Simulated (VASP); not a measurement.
TiAg, 4 atoms in the cell. It takes space group P4/nmm (No. 129, tetragonal). Conventional cell: a = 2.875 Å, b = 2.875 Å, c = 8.148 Å, α = 90.00°, β = 90.00°, γ = 90.00°. Within 3.6 Å of Ti (site symmetry 4mm) lie 8 Ti at 2.77 to 2.88 Å and 4 Ag at 2.92 Å. Ag (site symmetry 4mm) has 8 Ag at 2.88 to 2.90 Å and 4 Ti at 2.92 Å within 3.8 Å. 

| Item | Value |
| --- | --- |
| Program | VASP 6.6.1 |
| Task | single point |
| Functional | r2SCAN |
| Potentials or basis | VASP PAW PBE potentials, release 64 (Ti_sv, Ag) |
| Cutoff | 520 eV |
| k mesh | 7 × 7 × 3 |
| Occupations | gaussian, width 0.05 eV |
| Spin | no spin polarisation |
| Dipole correction | no |
| Further INCAR settings | ALGO = Normal; EDIFF = 1e-06; NBANDS = 31 |

Potentials or basis: VASP PAW PBE potentials, release 64 (Ti_sv, Ag).

The run is started by

```sh
$ cat potpaw_PBE.64/Ti_sv/POTCAR potpaw_PBE.64/Ag/POTCAR > POTCAR
$ cp INCAR.step1 INCAR
$ mpirun -np 1 vasp_std > vasp.out
$ cp INCAR.step2 INCAR
$ mpirun -np 1 vasp_std > vasp.out
```

Hardware: 1 thread of Intel Xeon 8259CL (shared host).

Q: Estimate the wall time of this run.

A: Run time: 4.4 min on 1 thread of Intel Xeon 8259CL (shared host), peak memory 0.21 GiB. Counts: k points 20.
